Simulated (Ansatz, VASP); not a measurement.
Two plane-wave programs on In2GeO2

```xyz
5
Lattice="3.6016 0.0000 0.0000 -1.8008 3.1191 0.0000 0.0000 0.0000 9.0693" Properties=species:S:1:pos:R:3 pbc="T T T"
In    1.8008    1.0397    8.0386
In    0.0000    2.0794    4.3493
Ge    0.0000    2.0794    1.5547
O     1.8008    1.0397    1.4429
O     0.0000    0.0000    5.0205
```

Change from the starting cell: species swapped into the Sn2Pd2Au type (P3m1, No. 156).

Alike in both runs: functional PBE; k mesh 6 × 6 × 4; occupations gaussian, width 0.1 eV; no spin polarisation.

Ansatz relaxed the structure, and its values are those at the end. VASP's run is a single point on that final structure, the one shown.

```csv
,VASP,Ansatz
version,VASP 6.6.1,Ansatz 0.2.0
potentials or method,"VASP PAW PBE potentials, release 64 (In_d, Ge_d, O), cutoff 520 eV","scalar-relativistic, plane waves, PAW"
valence electrons in the cell,52,52
```

|  | VASP | Ansatz | Ansatz less VASP |
| --- | --- | --- | --- |
| gap on the k mesh at the Fermi level (eV) | 0.27 | 0.27 | 0.000 |
| least direct gap on the mesh (eV) | 0.78 | 0.78 | +0.002 |
| pressure (GPa) | 0.2 | 0.1 | -0.11 |
| rms of the force components (eV/Å) | 0.015 | 0.005 | -0.0097 |
